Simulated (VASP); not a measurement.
# LiBr (Fm-3m) in VASP: further runs

LiBr is run at these levels: PBE; tasks: single point.

All numbers are computed with VASP 6.6.1; they aren't measurements. Logs are shortened: lines on timing, memory, paths and dates and some standing lists are left out, and cuts for length are marked.

**1. The cell of the first run**

It takes space group Fm-3m (No. 225, cubic). Conventional cell: a = 5.050 Å, b = 5.050 Å, c = 5.050 Å, α = 90.00°, β = 90.00°, γ = 90.00°. Within 3.3 Å of Li (site symmetry m-3m) lie 6 Br at 2.52 Å. Within 3.3 Å of Br (site symmetry m-3m) lie 6 Li at 2.52 Å.

**2. Single point, PBE (strain -0.080 along x and y, -0.080 along z)**

Contents of INCAR:

```
SYSTEM = LiBr
PREC = Accurate
ENCUT = 750
EDIFF = 1E-6
ISMEAR = 0
SIGMA = 0.05
LREAL = .FALSE.
LASPH = .TRUE.
NELM = 120
ALGO = Normal
ISIF = 2
LWAVE = .FALSE.
LCHARG = .TRUE.
GGA = PE
LELF = .TRUE.
LVHAR = .TRUE.
NBANDS = 12
GGA_COMPAT = .FALSE.
```

Contents of KPOINTS:

```
Automatic mesh
0
G
  8 8 8
  0 0 0
```

Contents of POSCAR:

```
LiBr
1.0
    0.0000000000      2.5249400000      2.5249400000
    2.5249400000      0.0000000000      2.5249400000
    2.5249400000      2.5249400000      0.0000000000
Li Br
1 1
Direct
    0.0000000000      0.0000000000      0.0000000000
    0.5000000000      0.5000000000      0.5000000000
```

Potentials or basis: VASP PAW PBE potentials, release 64 (Li_sv, Br).

Started as:

```
$ cat potpaw_PBE.64/Li_sv/POTCAR potpaw_PBE.64/Br/POTCAR > POTCAR
$ mpirun -np 1 vasp_std > vasp.out
```

OUTCAR:

```text
SYSTEM = LiBr
   PREC = Accurate
   ENCUT = 750
   EDIFF = 1E-6
   ISMEAR = 0
   LREAL = .FALSE.
   LASPH = .TRUE.
   NELM = 120
   ISIF = 2
   GGA = PE

 ion  position               nearest neighbor table
   1  0.000  0.000  0.000-   2 2.52   2 2.52   2 2.52   2 2.52   2 2.52   2 2.52
   2  0.500  0.500  0.500-   1 2.52   1 2.52   1 2.52   1 2.52   1 2.52   1 2.52

  LATTYP: Found a face centered cubic cell.
 ALAT       =     5.0498800000

  Lattice vectors:

 A1 = (   0.0000000000,   2.5249400000,   2.5249400000)
 A2 = (   2.5249400000,   0.0000000000,   2.5249400000)
 A3 = (   2.5249400000,   2.5249400000,   0.0000000000)

Analysis of symmetry for initial positions (statically):
=====================================================================
 Subroutine PRICEL returns:
 Original cell was already a primitive cell.

 Routine SETGRP: Setting up the symmetry group for a
 face centered cubic supercell.

 Subroutine GETGRP returns: Found 48 space group operations
 (whereof 48 operations were pure point group operations)
 out of a pool of 48 trial point group operations.

The static configuration has the point symmetry O_h .

Analysis of symmetry for dynamics (positions and initial velocities):
=====================================================================
 Subroutine PRICEL returns:
 Original cell was already a primitive cell.

 Routine SETGRP: Setting up the symmetry group for a
 face centered cubic supercell.

 Subroutine GETGRP returns: Found 48 space group operations
 (whereof 48 operations were pure point group operations)
 out of a pool of 48 trial point group operations.

The dynamic configuration has the point symmetry O_h .

 Subroutine INISYM returns: Found 48 space group operations
 (whereof 48 operations are pure point group operations),
 and found     1 'primitive' translations

----------------------------------------------------------------------------------------

                                     Primitive cell

  volume of cell :      32.1946

  direct lattice vectors                    reciprocal lattice vectors
     0.000000000  2.524940000  2.524940000    -0.198024508  0.198024508  0.198024508
     2.524940000  0.000000000  2.524940000     0.198024508 -0.198024508  0.198024508
     2.524940000  2.524940000  0.000000000     0.198024508  0.198024508 -0.198024508

  length of vectors
     3.570804392  3.570804392  3.570804392     0.342988508  0.342988508  0.342988508

  position of ions in fractional coordinates (direct lattice)
     0.000000000  0.000000000  0.000000000
     0.500000000  0.500000000  0.500000000

  ion indices of the primitive-cell ions
   primitive index   ion index
                 1           1
                 2           2

----------------------------------------------------------------------------------------

 KPOINTS: Automatic mesh

Automatic generation of k-mesh.
 Grid dimensions read from file:
 generate k-points for:    8    8    8

 Generating k-lattice:

  Cartesian coordinates                     Fractional coordinates (reciprocal lattice)
    -0.024753063  0.024753063  0.024753063     0.125000000  0.000000000  0.000000000
     0.024753063 -0.024753063  0.024753063     0.000000000  0.125000000  0.000000000
     0.024753063  0.024753063 -0.024753063     0.000000000  0.000000000  0.125000000

  Length of vectors
     0.042873564  0.042873564  0.042873564

  Shift w.r.t. Gamma in fractional coordinates (k-lattice)
     0.000000000  0.000000000  0.000000000

 Subroutine IBZKPT returns following result:
 ===========================================

 Found     29 irreducible k-points:

 Following reciprocal coordinates:
            Coordinates               Weight
  0.000000  0.000000  0.000000      1.000000
  0.125000  0.000000  0.000000      8.000000
  0.250000  0.000000  0.000000      8.000000
  0.375000  0.000000  0.000000      8.000000
  0.500000  0.000000  0.000000      4.000000
  0.125000  0.125000  0.000000      6.000000
[... 16 lines left out ...]
  0.500000  0.250000  0.125000     48.000000
 -0.375000  0.250000  0.125000     24.000000
 [... further k-points ...]
   k-points           NKPTS =     29   k-points in BZ     NKDIM =     29   number of bands    NBANDS=     12
   number of dos      NEDOS =    301   number of ions     NIONS =      2
   total plane-waves  NPLWV =  32768
   dimension x,y,z NGX =    32 NGY =   32 NGZ =   32
   dimension x,y,z NGXF=    64 NGYF=   64 NGZF=   64
   ions per type =               1   1
   NGX,Y,Z   is equivalent  to a cutoff of  14.90, 14.90, 14.90 a.u.
   NGXF,Y,Z  is equivalent  to a cutoff of  29.80, 29.80, 29.80 a.u.
 SYSTEM =  LiBr
   PREC   = accura    normal or accurate (medium, high low for compatibility)
   ISTART =      0    job   : 0-new  1-cont  2-samecut
   ICHARG =      2    charge: 1-file 2-atom 10-const
   ISPIN  =      1    spin polarized calculation?
   LNONCOLLINEAR =      F non collinear calculations
   LSORBIT =      F    spin-orbit coupling
   LASPH  =      T    aspherical Exc in radial PAW
   ENCUT  =  750.0 eV  55.12 Ry    7.42 a.u.   7.97  7.97  7.97*2*pi/ulx,y,z
   NELM   =    120;   NELMIN=  2; NELMDL= -5     # of ELM steps
   EDIFF  = 0.1E-05   stopping-criterion for ELM
   LREAL  =      F    real-space projection
   EDIFFG = 0.1E-04   stopping-criterion for IOM
   NSW    =      0    number of steps for IOM
   IBRION =     -1    ionic relax: 0-MD 1-quasi-New 2-CG
   NFREE  =      0    steps in history (QN), initial steepest desc. (CG)
   ISIF   =      2    stress and relaxation
   ISYM   =      2    0-nonsym 1-usesym 2-fastsym
   POTIM  = 0.5000    time-step for ionic-motion
   TEBEG  =    0.0;   TEEND  =   0.0 temperature during run
   PSTRESS=    0.0 pullay stress
   NELECT =      10.0000    total number of electrons
   NUPDOWN=      -1.0000    fix difference up-down
   EMIN   =  10.00;   EMAX   =-10.00  energy-range for DOS
   EFERMI =   0.00;   METHOD = LEGACY
   ISMEAR =     0;   SIGMA  =   0.05  broadening in eV -4-tet -1-fermi 0-gaus
   EFERMI_NEDOS =   21; number of points for ismear=-14 and -15
   IALGO  =     38    algorithm
   IMIX   =      4    mixing-type and parameters
     AMIX     =   0.40;   BMIX     =  1.00
     AMIX_MAG =   1.60;   BMIX_MAG =  1.00
  volume/ion in A,a.u.               =      16.10       108.63
  Fermi-wavevector in a.u.,A,eV,Ry     =   1.108699  2.095138 16.724473  1.229214
  Thomas-Fermi vector in A             =   2.245230
   LORBIT       =      0    0 simple, 1 ext, 2 COOP (PROOUT), +10 PAW based schemes
   GGA     = PE    functional components
   LHFCALC =     F    Hartree Fock is set to
   AEXX    =    0.0000 exact exchange contribution
   IVDW    =     0    specifies the selected vdW correction
   LEPSILON=     F    determine dielectric tensor
   LRPA    =     F    only Hartree local field effects (RPA)
 non-spin polarized calculation
 Gauss-broadening in eV      SIGMA  =   0.05
  energy-cutoff  :      750.00
  volume of cell :       32.19
 maximum number of plane-waves:      1524
   NGX = 15   NGY = 15   NGZ = 15

 number of electron      10.0000000 magnetization

 number of electron       9.9999998 magnetization

 Free energy of the ion-electron system (eV)
  ---------------------------------------------------
  ext. energy  EPLUGINS =         0.00000000
  ---------------------------------------------------
  free energy    TOTEN  =        -6.35836243 eV

  energy without entropy =       -6.35836243  energy(sigma->0) =       -6.35836243

 E-fermi :   2.7813     XC(G=0):  -9.5374

 val. band max:        2.4236311819   @ k =   0.0000   0.0000   0.0000
 cond. band min:       8.1431179614   @ k =   0.5000   0.0000   0.0000
 fundamental gap:      5.7194867795
 Fermi energy:         2.7812967542

 k-point     1 :       0.0000    0.0000    0.0000
  band No.  band energies     occupation
      1     -41.7700      2.00000
      2     -12.1041      2.00000
      3       2.4236      2.00000
      4       2.4236      2.00000
      5       2.4236      2.00000
      6       8.7663      0.00000
      7      13.0346      0.00000
      8      13.0346      0.00000
      9      13.0346      0.00000
     10      15.7612      0.00000
     11      15.7613      0.00000
     12      15.7613      0.00000

 k-point     2 :       0.1250    0.0000    0.0000
  band No.  band energies     occupation
      1     -41.7694      2.00000
      2     -11.9942      2.00000
      3       1.5988      2.00000
      4       2.3556      2.00000
      5       2.3556      2.00000
      6       9.2592      0.00000
      7      12.4468      0.00000
      8      13.0259      0.00000
      9      13.0259      0.00000
     10      14.3240      0.00000
     11      14.3240      0.00000
     12      16.1280      0.00000

 k-point     3 :       0.2500    0.0000    0.0000
  band No.  band energies     occupation
      1     -41.7680      2.00000
      2     -11.7079      2.00000
      3       0.0455      2.00000
      4       2.2050      2.00000
      5       2.2050      2.00000
      6       9.0619      0.00000
      7      11.7892      0.00000
      8      11.7892      0.00000
      9      13.4083      0.00000
     10      15.3341      0.00000
     11      15.3341      0.00000
     12      16.6430      0.00000

 k-point     4 :       0.3750    0.0000    0.0000
  band No.  band energies     occupation
      1     -41.7665      2.00000
      2     -11.3838      2.00000
      3      -1.2333      2.00000
      4       2.0708      2.00000
      5       2.0708      2.00000
      6       8.4036      0.00000
      7      10.8037      0.00000
      8      10.8037      0.00000
      9      15.6455      0.00000
     10      17.1683      0.00000
     11      17.4738      0.00000
     12      17.4738      0.00000

 k-point     5 :       0.5000    0.0000    0.0000
  band No.  band energies     occupation
      1     -41.7659      2.00000
      2     -11.2353      2.00000
      3      -1.7239      2.00000
      4       2.0194      2.00000
      5       2.0194      2.00000
      6       8.1431      0.00000
      7      10.4626      0.00000
      8      10.4626      0.00000
      9      17.0698      0.00000
     10      17.5701      0.00000
     11      19.4626      0.00000
     12      19.4626      0.00000
[... 228 lines left out ...]
      1     -41.7646      2.00000
      2     -10.8377      2.00000
      3      -1.8605      2.00000
      4       0.6700      2.00000
      5       0.6700      2.00000
      6       8.9545      0.00000
      7       9.0185      0.00000
      8      16.4467      0.00000
      9      16.6764      0.00000
     10      16.6764      0.00000
     11      19.4971      0.00000
     12      21.5093      0.00000

 k-point    22 :       0.3750    0.2500    0.1250
  band No.  band energies     occupation
      1     -41.7669      2.00000
      2     -11.4674      2.00000
      3      -0.2245      2.00000
      4       0.9897      2.00000
      5       1.8663      2.00000
      6      10.7086      0.00000
      7      10.7566      0.00000
      8      11.0631      0.00000
      9      13.7977      0.00000
     10      14.7392      0.00000
     11      18.3908      0.00000
     12      18.7092      0.00000

 k-point    23 :       0.5000    0.2500    0.1250
  band No.  band energies     occupation
      1     -41.7658      2.00000
      2     -11.1814      2.00000
      3      -1.0216      2.00000
      4       0.4748      2.00000
      5       1.6092      2.00000
      6      10.0917      0.00000
      7      10.6031      0.00000
      8      12.0065      0.00000
      9      13.7526      0.00000
     10      16.4726      0.00000
     11      19.1803      0.00000
     12      19.8312      0.00000

 k-point    24 :      -0.3750    0.2500    0.1250
  band No.  band energies     occupation
      1     -41.7653      2.00000
      2     -11.0524      2.00000
      3      -1.3808      2.00000
      4       0.3438      2.00000
      5       1.4671      2.00000
      6       9.8294      0.00000
      7      10.5903      0.00000
      8      12.2202      0.00000
      9      14.6326      0.00000
     10      17.0520      0.00000
     11      18.0823      0.00000
     12      20.6558      0.00000

 [... further k-points ...]

------------------------ aborting loop because EDIFF is reached ----------------------------------------

  FORCE on cell =-STRESS in cart. coord.  units (eV):
  Direction    XX          YY          ZZ          XY          YZ          ZX
  --------------------------------------------------------------------------------------
  -------------------------------------------------------------------------------------
  Total        2.3827480      2.3827480      2.3827480      0.0000000      0.0000000      0.0000000
  in kB      118.5783778    118.5783778    118.5783778      0.0000000      0.0000000      0.0000000
  external PRESSURE =     118.5783778 kB  Pullay stress =       0.0000000 kB

 VOLUME and BASIS-vectors are now :
 -----------------------------------------------------------------------------
  energy-cutoff  :      750.00
  volume of cell :       32.19
      direct lattice vectors                 reciprocal lattice vectors
     0.000000000  2.524940000  2.524940000    -0.198024508  0.198024508  0.198024508
     2.524940000  0.000000000  2.524940000     0.198024508 -0.198024508  0.198024508
     2.524940000  2.524940000  0.000000000     0.198024508  0.198024508 -0.198024508

 POSITION                                       TOTAL-FORCE (eV/Angst)
 -----------------------------------------------------------------------------------
      0.00000      0.00000      0.00000        -0.000000     -0.000000     -0.000000
      2.52494      2.52494      2.52494         0.000000      0.000000      0.000000
 -----------------------------------------------------------------------------------
    total drift:                                0.000000     -0.000000      0.000000

  FREE ENERGIE OF THE ION-ELECTRON SYSTEM (eV)
  ---------------------------------------------------
  free  energy   TOTEN  =        -6.3583624308 eV

  energy  without entropy=       -6.3583624308  energy(sigma->0) =       -6.35836243
```

It took 10 s on 1 thread of Intel Xeon Platinum 8559C (Emerald Rapids), shared host; peak memory 0.17 GiB.

Results:

```
Free energy            : -6.3584 eV
Pressure               : 11.9 GPa
Band gap on the k mesh : 5.72 eV (least direct gap 6.12 eV)
```

Caveat: the cell differs from its parent crystal (strain -0.080 along x and y, -0.080 along z); the cell stands under pressure.

(Continued in part 2 of 2.)
